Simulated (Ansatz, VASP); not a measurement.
## Two plane-wave programs on SiO2

POSCAR

```
SiO2
1.0
   -2.6642220058      2.6642220058      3.1509531146
    2.6642220058     -2.6642220058      3.1509531146
    2.6642220058      2.6642220058     -3.1509531146
Si O
2 4
Direct
    0.0000000000      0.0000000000      0.0000000000
    0.7500000000      0.2500000000      0.5000000000
    0.9731664815      0.6250000000      0.8481664815
    0.3750000000      0.2231664815      0.3481664815
    0.7768335185      0.1250000000      0.1518335185
    0.8750000000      0.0268335185      0.6518335185
```

Contents of INCAR.step1:

```
PREC = Accurate
ENCUT = 520
ISMEAR = 0
SIGMA = 0.05
LREAL = False
LASPH = True
NELM = 80
NBANDS = 25
GGA = PE
ALGO = Normal
EDIFF = 1E-4
LWAVE = True
LCHARG = False
```

Contents of INCAR.step2:

```
PREC = Accurate
ENCUT = 520
EDIFF = 1E-6
ISMEAR = 0
SIGMA = 0.05
LREAL = False
LASPH = True
NELM = 80
ALGO = Normal
ISIF = 2
LWAVE = False
LCHARG = False
METAGGA = R2SCAN
LMIXTAU = True
NBANDS = 25
ISTART = 1
```

Contents of KPOINTS:

```
Automatic mesh
0
Gamma
  8 8 8
```

Input for Ansatz:

```yaml
crystal:
  lattice:
    - [-2.6642220058, 2.6642220058, 3.1509531146]
    - [2.6642220058, -2.6642220058, 3.1509531146]
    - [2.6642220058, 2.6642220058, -3.1509531146]
  atoms:
    - { symbol: Si, position: [0.0, 0.0, 0.0] }
    - { symbol: Si, position: [0.75, 0.25, 0.5] }
    - { symbol: O, position: [0.9731664815, 0.625, 0.8481664815] }
    - { symbol: O, position: [0.375, 0.2231664815, 0.3481664815] }
    - { symbol: O, position: [0.7768335185, 0.125, 0.1518335185] }
    - { symbol: O, position: [0.875, 0.0268335185, 0.6518335185] }
basis:
  ecutwfc: 500
kpoints:
  mp_grid: { grid: [8, 8, 8] }
hamiltonian:
  xc: r2scan
scf:
  occupations: { method: gaussian, width: 0.05 }
output:
  forces: true
  stress: true
  eigenvalues: true
```

Alike in both runs: task single point; functional r2SCAN; k mesh 8 × 8 × 8; occupations gaussian, width 0.05 eV; no spin polarisation.

|  | VASP | Ansatz |
| --- | --- | --- |
| version | VASP 6.6.1 | Ansatz 0.2.0 |
| potentials or method | VASP PAW PBE potentials, release 64 (Si, O), cutoff 520 eV | scalar-relativistic, plane waves, PAW |
| valence electrons in the cell | 32 | 32 |

```csv
,VASP,Ansatz,Ansatz less VASP
gap on the k mesh at the Fermi level (eV),6.18,6.18,+0.005
least direct gap on the mesh (eV),6.18,6.18,+0.005
pressure (GPa),-4.2,-4.3,-0.18
"traceless stress, the component that is largest in VASP (GPa)",6.96,7.02,+0.059
rms of the force components (eV/Å),0.185,0.187,+0.0019
```

VASP's potentials were made for PBE, not for r2SCAN. Atom by atom the forces differ by 0.002 eV/Å (rms over components).
